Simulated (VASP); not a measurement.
Runs of VASP 6.6.1 on CS3. The structure is that of space group P6_3/mmc (No. 194), or close to it. The cells are those of the table. 

| task | cell | k mesh | cutoff (eV) | gap on the mesh (eV) | pressure (GPa) | largest force (eV/Å) |
| --- | --- | --- | --- | --- | --- | --- |
| single point | a = 6.568, b = 6.568, c = 2.962 Å, angles 90.0, 90.0, 120.0°, 8 atoms | 3 × 3 × 4 | 520 | none | -0.3 | 0.02 |
| relaxation of cell and atoms | relaxed from a = 6.568, b = 6.568, c = 2.962 Å, angles 90.0, 90.0, 120.0°, 8 atoms | 3 × 3 × 6 | 600 | none | 0.2 | - |
| single point | a = 6.636, b = 6.636, c = 2.939 Å, angles 90.0, 90.0, 120.0°, 8 atoms | 3 × 3 × 6 | 520 | none | -0.3 | 0.03 |
| single point | a = 6.305, b = 6.305, c = 4.697 Å, angles 90.0, 90.0, 120.0°, 8 atoms | 3 × 3 × 4 | 520 | none | -15.2 | 0.25 |
| single point | a = 6.472, b = 6.472, c = 3.021 Å, angles 90.0, 90.0, 120.0°, 8 atoms | 6 × 6 × 12 | 520 | none | (a) | 0.02 |

Alike in all rows: level PBE+D3(BJ); potentials or basis VASP PAW PBE potentials, release 64 (C, S); no spin polarisation; smearing gaussian 0.1 eV.

Problem. Fill in the values left out.

Solution. (a) -0.2.

Caveats: some runs use coarse meshes; pairwise dispersion overbinds metals, which lowers pressure and volume.

A gap of «none» marks levels without a gap at the run's occupations.
